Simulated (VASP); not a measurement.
# Si3B (Pm-3m) in VASP: further runs

Si3B is run at these levels: r2SCAN; tasks: relaxation of cell and atoms, single point.

Program: VASP 6.6.1. These are calculated values, not measurements. Logs are shortened: lines on timing, memory, paths and dates and some standing lists are left out, and cuts for length are marked.

### 1 The cell of the first run

It takes space group Pm-3m (No. 221, cubic). Conventional cell: a = 3.684 Å, b = 3.684 Å, c = 3.684 Å, α = 90.00°, β = 90.00°, γ = 90.00°. Si (site symmetry 4/mmm) has 8 Si at 2.60 Å and 4 B at 2.60 Å within 3.4 Å. Within 3.4 Å of B (site symmetry m-3m) lie 12 Si at 2.60 Å.

### 2 Relaxation of cell and atoms, r2SCAN

POSCAR reads:

```
Si3B
1.0
    3.6837081016      0.0000000000      0.0000000000
    0.0000000000      3.6837081016      0.0000000000
    0.0000000000      0.0000000000      3.6837081016
Si B
3 1
Direct
    0.0000000000      0.5000000000      0.5000000000
    0.5000000000      0.0000000000      0.5000000000
    0.5000000000      0.5000000000      0.0000000000
    0.0000000000      0.0000000000      0.0000000000
```

INCAR.step1 reads:

```
SYSTEM = Si3B
  PREC = Accurate
  ENCUT = 600
  ISMEAR = 0
  SIGMA = 0.1
  LREAL = .FALSE.
  LASPH = .TRUE.
  NELM = 60
  GGA = PE
  ALGO = Normal
  EDIFF = 1E-4
  LWAVE = .TRUE.
  LCHARG = .FALSE.
```

INCAR.step2 reads:

```
SYSTEM = Si3B
  PREC = Accurate
  ENCUT = 600
  EDIFF = 1E-7
  ISMEAR = 0
  SIGMA = 0.1
  LREAL = .FALSE.
  LASPH = .TRUE.
  NELM = 60
  ALGO = Normal
  ISIF = 3
  LWAVE = .FALSE.
  LCHARG = .FALSE.
  METAGGA = R2SCAN
  LMIXTAU = .TRUE.
  IBRION = 2
  NSW = 90
  EDIFFG = -0.04
  ISTART = 1
```

KPOINTS reads:

```
regular mesh
0
G
  6 6 6
  0 0 0
```

Potentials or basis: VASP PAW PBE potentials, release 64 (Si, B).

Launch:

```bash
$ cat potpaw_PBE.64/Si/POTCAR potpaw_PBE.64/B/POTCAR > POTCAR
$ cp INCAR.step1 INCAR
$ mpirun -np 1 vasp_std > vasp.out
$ cp INCAR.step2 INCAR
$ mpirun -np 1 vasp_std > vasp.out
```

OUTCAR:

```text
SYSTEM = Si3B
   PREC = Accurate
   ENCUT = 600
   EDIFF = 1E-7
   ISMEAR = 0
   LREAL = .FALSE.
   LASPH = .TRUE.
   NELM = 60
   ISIF = 3
   METAGGA = R2SCAN
   IBRION = 2
   NSW = 90
   EDIFFG = -0.04
   ISTART = 1

 ion  position               nearest neighbor table
   1  0.000  0.500  0.500-   2 2.60   3 2.60   4 2.60   3 2.60   4 2.60   2 2.60   4 2.60   4 2.60
                             2 2.60   3 2.60   3 2.60   2 2.60
   2  0.500  0.000  0.500-   1 2.60   3 2.60   4 2.60   3 2.60   4 2.60   1 2.60   3 2.60   3 2.60
                             1 2.60   4 2.60   4 2.60   1 2.60
   3  0.500  0.500  0.000-   1 2.60   2 2.60   4 2.60   1 2.60   2 2.60   2 2.60   4 2.60   2 2.60
                             1 2.60   4 2.60   1 2.60   4 2.60
   4  0.000  0.000  0.000-   1 2.60   2 2.60   3 2.60   1 2.60   2 2.60   1 2.60   3 2.60   1 2.60
                             2 2.60   3 2.60   2 2.60   3 2.60

  LATTYP: Found a simple cubic cell.
 ALAT       =     3.6837081016

  Lattice vectors:

 A1 = (   3.6837081016,   0.0000000000,   0.0000000000)
 A2 = (   0.0000000000,   3.6837081016,   0.0000000000)
 A3 = (   0.0000000000,   0.0000000000,   3.6837081016)

Analysis of symmetry for initial positions (statically):
=====================================================================
 Subroutine PRICEL returns:
 Original cell was already a primitive cell.

 Routine SETGRP: Setting up the symmetry group for a
 simple cubic supercell.

 Subroutine GETGRP returns: Found 48 space group operations
 (whereof 48 operations were pure point group operations)
 out of a pool of 48 trial point group operations.

The static configuration has the point symmetry O_h .

Analysis of symmetry for dynamics (positions and initial velocities):
=====================================================================
 Subroutine PRICEL returns:
 Original cell was already a primitive cell.

 Routine SETGRP: Setting up the symmetry group for a
 simple cubic supercell.

 Subroutine GETGRP returns: Found 48 space group operations
 (whereof 48 operations were pure point group operations)
 out of a pool of 48 trial point group operations.

The dynamic configuration has the point symmetry O_h .

 Subroutine INISYM returns: Found 48 space group operations
 (whereof 48 operations are pure point group operations),
 and found     1 'primitive' translations

----------------------------------------------------------------------------------------

                                     Primitive cell
[... 84 lines left out ...]
   ISPIN  =      1    spin polarized calculation?
   LNONCOLLINEAR =      F non collinear calculations
   LSORBIT =      F    spin-orbit coupling
   LASPH  =      T    aspherical Exc in radial PAW
   ENCUT  =  600.0 eV  44.10 Ry    6.64 a.u.   7.36  7.36  7.36*2*pi/ulx,y,z
   NELM   =     60;   NELMIN=  2; NELMDL=  0     # of ELM steps
   EDIFF  = 0.1E-06   stopping-criterion for ELM
   LREAL  =      F    real-space projection
   EDIFFG = -.4E-01   stopping-criterion for IOM
   NSW    =     90    number of steps for IOM
   IBRION =      2    ionic relax: 0-MD 1-quasi-New 2-CG
   NFREE  =      1    steps in history (QN), initial steepest desc. (CG)
   ISIF   =      3    stress and relaxation
   ISYM   =      2    0-nonsym 1-usesym 2-fastsym
   POTIM  = 0.5000    time-step for ionic-motion
   TEBEG  =    0.0;   TEEND  =   0.0 temperature during run
   PSTRESS=    0.0 pullay stress
   NELECT =      15.0000    total number of electrons
   NUPDOWN=      -1.0000    fix difference up-down
   EMIN   =  10.00;   EMAX   =-10.00  energy-range for DOS
   EFERMI =   0.00;   METHOD = LEGACY
   ISMEAR =     0;   SIGMA  =   0.10  broadening in eV -4-tet -1-fermi 0-gaus
   EFERMI_NEDOS =   21; number of points for ismear=-14 and -15
   IALGO  =     38    algorithm
   IMIX   =      4    mixing-type and parameters
     AMIX     =   0.40;   BMIX     =  1.00
     AMIX_MAG =   1.60;   BMIX_MAG =  1.00
  volume/ion in A,a.u.               =      12.50        84.33
  Fermi-wavevector in a.u.,A,eV,Ry     =   1.096024  2.071185 16.344250  1.201268
  Thomas-Fermi vector in A             =   2.232358
   LORBIT       =      0    0 simple, 1 ext, 2 COOP (PROOUT), +10 PAW based schemes
   METAGGA = R2SCAN    functional components
   LHFCALC =     F    Hartree Fock is set to
   AEXX    =    0.0000 exact exchange contribution
   IVDW    =     0    specifies the selected vdW correction
   LEPSILON=     F    determine dielectric tensor
   LRPA    =     F    only Hartree local field effects (RPA)
 conjugate gradient relaxation of ions
 non-spin polarized calculation
 Gauss-broadening in eV      SIGMA  =   0.10
  energy-cutoff  :      600.00
  volume of cell :       49.99
 maximum number of plane-waves:      1743
 NGX is ok and might be reduce to    30
   NGX = 15   NGY = 15   NGZ = 15

--------------------------------------- Ionic step        1  -------------------------------------------

 number of electron      15.0000000 magnetization

 Free energy of the ion-electron system (eV)
  ---------------------------------------------------
  ext. energy  EPLUGINS =         0.00000000
  ---------------------------------------------------
  free energy    TOTEN  =       -29.02032853 eV

  energy without entropy =      -29.00808518  energy(sigma->0) =      -29.01420686

------------------------ aborting loop because EDIFF is reached ----------------------------------------

  FORCE on cell =-STRESS in cart. coord.  units (eV):
  Direction    XX          YY          ZZ          XY          YZ          ZX
  --------------------------------------------------------------------------------------
  -------------------------------------------------------------------------------------
  Total       -1.8899959     -1.8899959     -1.8899959     -0.0000000     -0.0000000      0.0000000
  in kB      -60.5781230    -60.5781230    -60.5781230     -0.0000000     -0.0000000      0.0000000
  external PRESSURE =     -60.5781230 kB  Pullay stress =       0.0000000 kB
[... 63 lines left out ...]
--------------------------------------- Ionic step        3  -------------------------------------------

 number of electron      14.9999999 magnetization

 Free energy of the ion-electron system (eV)
  ---------------------------------------------------
  ext. energy  EPLUGINS =         0.00000000
  ---------------------------------------------------
  free energy    TOTEN  =       -29.08330117 eV

  energy without entropy =      -29.07384218  energy(sigma->0) =      -29.07857167

 E-fermi :  10.9072     XC(G=0): -12.4994

 val. band max:       10.8877875183   @ k =   0.3333   0.0000   0.0000
 cond. band min:      10.9647794712   @ k =   0.3333   0.1667   0.1667
 fundamental gap:      0.0769919529
 Fermi energy:        10.9071558811

 k-point     1 :       0.0000    0.0000    0.0000
  band No.  band energies     occupation
      1      -5.6414      2.00000
      2       4.7680      2.00000
      3       4.7680      2.00000
      4       4.7680      2.00000
      5       6.2644      2.00000
      6       7.1265      2.00000
      7       7.1265      2.00000
      8      14.2798      0.00000
      9      14.2798      0.00000
     10      14.2798      0.00000
     11      15.8356      0.00000
[... 295 lines left out ...]
  FREE ENERGIE OF THE ION-ELECTRON SYSTEM (eV)
  ---------------------------------------------------
  free  energy   TOTEN  =       -29.0833011665 eV

  energy  without entropy=      -29.0738421816  energy(sigma->0) =      -29.07857167

 reached required accuracy - stopping structural energy minimisation
```

Run time: 3.7 min. Hardware: 1 thread of Oxide Virtual Turin-like, shared host; peak memory 0.14 GiB.

Results:

```yaml
Free_energy: -29.0833 eV
Relaxed_volume: 11.74 Å³/atom
Relaxed_cell: a = 3.607 Å, b = 3.607 Å, c = 3.607 Å, α = 90.00°, β = 90.00°, γ = 90.00°
Space_group_after_relaxing_to_0.05_Å: Pm-3m (No. 221)
Energy_gained_by_relaxing: 15.7 meV/atom
Ionic_steps: 3
Pressure_after_relaxing: 0.0 GPa
```

The path:
| step | energy change (eV) | largest force (eV/Å) | pressure (GPa) | volume (Å³) |
| --- | --- | --- | --- | --- |
| 1 | 0.0000 | 0.0000 | -6.06 | 49.99 |
| 2 | -0.0622 | 0.0000 | 0.81 | 46.65 |
| 3 | -0.0630 | 0.0000 | 0.03 | 46.94 |

Final structure:
```xyz
4
Lattice="3.6074 0.0000 0.0000 0.0000 3.6074 0.0000 0.0000 0.0000 3.6074" Properties=species:S:1:pos:R:3 pbc="T T T"
Si    0.0000    1.8037    1.8037
Si    1.8037    0.0000    1.8037
Si    1.8037    1.8037    0.0000
B     0.0000    0.0000    0.0000
```

Levels at points of the mesh, in eV from the Fermi level:
| k point | band 5 | band 6 | band 7 | band 8 | band 9 | band 10 | band 11 |
| --- | --- | --- | --- | --- | --- | --- | --- |
| (0.00, 0.00, 0.00) | -4.64 | -3.78 | -3.78 | 3.37 | 3.37 | 3.37 | 4.93 |
| (0.50, 0.00, 0.00) | -3.36 | -3.36 | -2.09 | -1.67 | -1.05 | -0.93 | 5.91 |
| (0.50, 0.50, 0.00) | -1.10 | -0.99 | -0.14 | -0.14 | 1.02 | 1.02 | 1.07 |
| (0.50, 0.50, 0.50) | -7.88 | -7.88 | -7.88 | -7.49 | 8.18 | 8.18 | 8.18 |

Caveat: the PAW data sets were made with another functional, which shifts forces and pressure a little.

(Part 1 of 2 ends here.)
